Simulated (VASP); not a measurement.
# TiB2 (P6/mmm) in VASP: further runs, part 2 of 2

VASP 6.6.1.

## Step 5: Phonons, r2SCAN

File INCAR:

```
ALGO = Normal ; EDIFF = 1E-8
ENCUT = 520 ; IBRION = 6
ISIF = 2 ; ISMEAR = -1
LASPH = T ; LCHARG = F
LMIXTAU = T ; LREAL = F
LWAVE = F ; METAGGA = R2SCAN
NELM = 100 ; NFREE = 2
NSW = 1 ; POTIM = 0.015
PREC = Accurate ; SIGMA = 0.05
```

File KPOINTS:

```
k-points
0
Gamma
  8 8 7
```

File POSCAR:

```
TiB2
1.0
    3.0292000000      0.0000000000      0.0000000000
   -1.5146000000      2.6233641531      0.0000000000
    0.0000000000      0.0000000000      3.2284000000
Ti B
1 2
Direct
    0.0000000000      0.0000000000      0.0000000000
    0.6666666667      0.3333333333      0.5000000000
    0.3333333333      0.6666666667      0.5000000000
```

Potentials or basis: VASP PAW PBE potentials, release 64 (Ti_sv, B).

Started as:

```sh
> cat potpaw_PBE.64/Ti_sv/POTCAR potpaw_PBE.64/B/POTCAR > POTCAR
> mpirun -np 1 vasp_std > vasp.out
```

OUTCAR:

```text
EDIFF = 1E-8
   ENCUT = 520
   IBRION = 6
   ISIF = 2
   ISMEAR = -1
   LASPH = T
   LREAL = F
   METAGGA = R2SCAN
   NELM = 100
   NFREE = 2
   NSW = 1
   POTIM = 0.015
   PREC = Accurate

 ion  position               nearest neighbor table
   1  0.000  0.000  0.000-   2 2.38   3 2.38   2 2.38   3 2.38   3 2.38   3 2.38   2 2.38   2 2.38
                             2 2.38   2 2.38   3 2.38   3 2.38
   2  0.667  0.333  0.500-   3 1.75   3 1.75   3 1.75   1 2.38   1 2.38   1 2.38   1 2.38   1 2.38
                             1 2.38
   3  0.333  0.667  0.500-   2 1.75   2 1.75   2 1.75   1 2.38   1 2.38   1 2.38   1 2.38   1 2.38
                             1 2.38

  LATTYP: Found a hexagonal cell.
 ALAT       =     3.0292000000
 C/A-ratio  =     1.0657599366

  Lattice vectors:

 A1 = (   3.0292000000,   0.0000000000,   0.0000000000)
[... 885 lines left out ...]
  Total       -0.0243322     -0.0243322     -0.1595517      0.0000000      0.0000000      0.0000000
  in kB       -1.5195608     -1.5195608     -9.9641005      0.0000000      0.0000000      0.0000000
  external PRESSURE =      -4.3344074 kB  Pullay stress =       0.0000000 kB
[... 18 lines left out ...]
  FREE ENERGIE OF THE ION-ELECTRON SYSTEM (eV)
  ---------------------------------------------------
  free  energy   TOTEN  =       -30.9786232553 eV

  energy  without entropy=      -30.9782066427  energy(sigma->0) =      -30.97841495

 INTERNAL STRAIN TENSORS FROM DISPLACED ATOMS
 ============================================

 INTERNAL STRAIN TENSOR FOR ION    1 for displacements in x,y,z  (eV/Angst):
          X           Y           Z          XY          YZ          ZX
  --------------------------------------------------------------------------------
  x     0.00000     0.00000     0.00000     0.00000     0.00000     0.00000
  y     0.00000     0.00000     0.00000     0.00000     0.00000     0.00000
  z     0.00000     0.00000     0.00000     0.00000     0.00000     0.00000

 INTERNAL STRAIN TENSOR FOR ION    3 for displacements in x,y,z  (eV/Angst):
          X           Y           Z          XY          YZ          ZX
  --------------------------------------------------------------------------------
  x    -0.00000     0.00000     0.00000    -2.57213     0.00000     0.00000
  y    -2.57213     2.57213     0.00000     0.00000     0.00000     0.00000
  z     0.00000     0.00000     0.00000    -0.00000     0.00000     0.00000

 Eigenvectors and eigenvalues of the dynamical matrix
 ----------------------------------------------------

   1 f  =   27.313803 THz   171.617686 2PiTHz  911.090399 cm-1   112.960762 meV
             X         Y         Z           dx          dy          dz
      0.000000  0.000000  0.000000     0.000000    0.000000   -0.000000
      1.514600  0.874455  1.614200    -0.707107   -0.000002    0.000000
     -0.000000  1.748909  1.614200     0.707107    0.000002    0.000000
[... 43 lines left out ...]
   9 f/i=    0.012940 THz     0.081303 2PiTHz    0.431623 cm-1     0.053514 meV
             X         Y         Z           dx          dy          dz
      0.000000  0.000000  0.000000     0.000000    0.000000   -0.829534
      1.514600  0.874455  1.614200     0.000000    0.000000   -0.394888
     -0.000000  1.748909  1.614200     0.000000    0.000000   -0.394888

 ELASTIC MODULI CONTR FROM IONIC RELAXATION (kBar)
 Direction    XX          YY          ZZ          XY          YZ          ZX
 --------------------------------------------------------------------------------
 XX         -25.0393     25.0393      0.0000      0.0000      0.0000      0.0000
 YY          25.0393    -25.0393      0.0000     -0.0000      0.0000      0.0000
 ZZ           0.0000      0.0000      0.0000      0.0000      0.0000      0.0000
 XY           0.0000     -0.0000      0.0000    -25.0393      0.0000      0.0000
 YZ           0.0000      0.0000      0.0000      0.0000      0.0000      0.0000
 ZX           0.0000      0.0000      0.0000      0.0000      0.0000      0.0000
 --------------------------------------------------------------------------------
```

OSZICAR:

```text
N       E                     dE             d eps       ncg     rms          rms(c)
DAV:   1     0.122258853824E+03    0.12226E+03   -0.96692E+03  1040   0.161E+03
DAV:   2    -0.290257000479E+02   -0.15128E+03   -0.14754E+03  1060   0.400E+02
[... 132 lines left out ...]
DAV:   5    -0.309786202557E+02   -0.27463E-03   -0.11902E-04  1490   0.104E-01    0.661E-03
DAV:   6    -0.309786189782E+02    0.12774E-05   -0.14379E-05  1610   0.366E-02    0.340E-03
DAV:   7    -0.309786230905E+02   -0.41123E-05   -0.33203E-06  1670   0.188E-02    0.855E-04
DAV:   8    -0.309786233667E+02   -0.27617E-06   -0.68804E-07  1595   0.870E-03    0.713E-04
DAV:   9    -0.309786231779E+02    0.18879E-06   -0.24987E-07  1510   0.551E-03    0.311E-04
DAV:  10    -0.309786232620E+02   -0.84053E-07   -0.50645E-08  1555   0.239E-03    0.492E-05
DAV:  11    -0.309786232553E+02    0.67018E-08   -0.22775E-09   770   0.625E-04
   9 F= -.30978623E+02 E0= -.30978415E+02  d E =-.416613E-03
```

stdout:

```text
POSCAR found type information on POSCAR TiB
 POSCAR found :  2 types and       3 ions
 scaLAPACK will be used
 -----------------------------------------------------------------------------
|                                                                             |
|                                                                             |
|     You enforced a specific xc type in the INCAR file but a different       |
|     I HOPE YOU KNOW WHAT YOU ARE DOING!                                     |
|                                                                             |
 -----------------------------------------------------------------------------

 LDA part: xc-table for (None), standard interpolation
 POSCAR, INCAR and KPOINTS ok, starting setup
 FFT: planning ... GRIDC
 FFT: planning ... GRID_SOFT
 FFT: planning ... GRID
 WAVECAR not read
 entering main loop
 Found     4 degrees of freedom:
 Finite differences POTIM= 0.01500 DOF=   4
 bond charge predicted
 Finite differences progress:
 bond charge predicted
 Finite differences progress:
 bond charge predicted
 Finite differences progress:
 bond charge predicted
 Finite differences progress:
 bond charge predicted
 Finite differences progress:
 bond charge predicted
 Finite differences progress:
 bond charge predicted
 Finite differences progress:
 bond charge predicted
 Finite differences progress:
```

It took 8.1 min on 1 thread of Intel Xeon Platinum 8488C (Sapphire Rapids), shared host; peak memory 0.23 GiB.

What came out:

- Highest phonon frequency at Γ: 911 cm⁻¹

Phonon frequencies in cm⁻¹ (negative: imaginary):
```tsv
q point	frequencies
(0.000, 0.000, 0.000)	0 0 0 516 521 521 563 911 911
```

Caveat: the PAW data sets were made with another functional, which shifts forces and pressure a little.
